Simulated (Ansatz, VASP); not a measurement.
**Two plane-wave programs on BN**

```
B N
1.0
     0.00000    1.78990    1.78990
     1.78990    0.00000    1.78990
     1.78990    1.78990    0.00000
B N
1 1
Direct
  0.00000 0.00000 0.00000
  0.25000 0.25000 0.25000
```

Alike in both runs: task single point; functional LDA; k mesh 10 × 10 × 10; no spin polarisation.

|  | VASP | Ansatz |
| --- | --- | --- |
| version | VASP 6.6.1 | Ansatz 0.2.0 |
| potentials or method | VASP PAW LDA potentials, release 64 (B, N), cutoff 600 eV | scalar-relativistic, plane waves, PAW |
| occupations | gaussian, width 0.01 eV | fixed |
| valence electrons in the cell | 8 | 8 |

Ansatz gave:

- gap on the k mesh at the Fermi level (eV): 4.39
- least direct gap on the mesh (eV): 8.83

Estimate VASP's values.

gap on the k mesh at the Fermi level (eV): 4.38; least direct gap on the mesh (eV): 8.82.

Ansatz warns that its potentials were made for another functional, while VASP's fit it. LDA's correlation is that of Perdew and Zunger in VASP and of Perdew and Wang (1992) in Ansatz.
